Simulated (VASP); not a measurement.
Wanted: the native input for a VASP 6.6.1 run.

```
Task                   : electric field gradients
Functional             : PBE
Potentials or basis    : VASP PAW PBE potentials, release 64 (Ta_pv, N)
Cutoff                 : 520 eV
k mesh                 : 9 × 9 × 5
Occupations            : fermi-dirac, width 0.01 eV
Spin                   : no spin polarisation
Dipole correction      : no
Further INCAR settings : ALGO = Normal; EDIFF = 1e-08; NBANDS = 24
```

The structure of TaN lies in POSCAR:

```
TaN
1.0
    3.0087798064      0.0000000000      0.0000000000
   -1.5043899033      2.6056797468      0.0000000000
    0.0000000000      0.0000000000      4.8732350589
Ta N
2 2
Direct
    0.3333333333      0.6666666667      0.0000000000
    0.6666666667      0.3333333333      0.5000000000
    0.3333333333      0.6666666667      0.3850000000
    0.6666666667      0.3333333333      0.8850000000
```

This cell differs from its parent crystal: volume scaled by 0.96.

One way to write it, as run:

INCAR

```
SYSTEM = TaN
ALGO = Normal
EDIFF = 1E-8
ENCUT = 520
GGA = PE
ISIF = 2
ISMEAR = -1
LASPH = .True.
LCHARG = .False.
LEFG = .True.
LREAL = .False.
LWAVE = .False.
NBANDS = 24
NELM = 80
PREC = Accurate
SIGMA = 0.01
```

KPOINTS

```
k-points
0
Gamma
  9 9 5
  0 0 0
```

Potentials or basis: VASP PAW PBE potentials, release 64 (Ta_pv, N).

Run with:

```sh
$ cat potpaw_PBE.64/Ta_pv/POTCAR potpaw_PBE.64/N/POTCAR > POTCAR
$ mpirun -np 1 vasp_std > vasp.out
```

It gave:

| Quantity | Value |
| --- | --- |
| Pressure | 172.7 GPa |
| Largest force | 2.470 eV/Å |
| Band gap on the k mesh | zero (band 16 reaches 10.83 eV, above the bottom of band 17 at 8.51 eV) |

Caveat: without QUAD_EFG the Cq values of the log hold for a quadrupole moment of 1 mb, not for the nuclei; spin-orbit coupling is left out, which moves the levels of the heavy elements; forces of over 1 eV/Å act on the atoms, so gaps and moduli don't describe the material at rest.

It took 24 s on 1 thread of Intel(R) Xeon(R) Platinum 8488C (Sapphire Rapids), with other jobs on the host, peak memory 0.17 GiB.
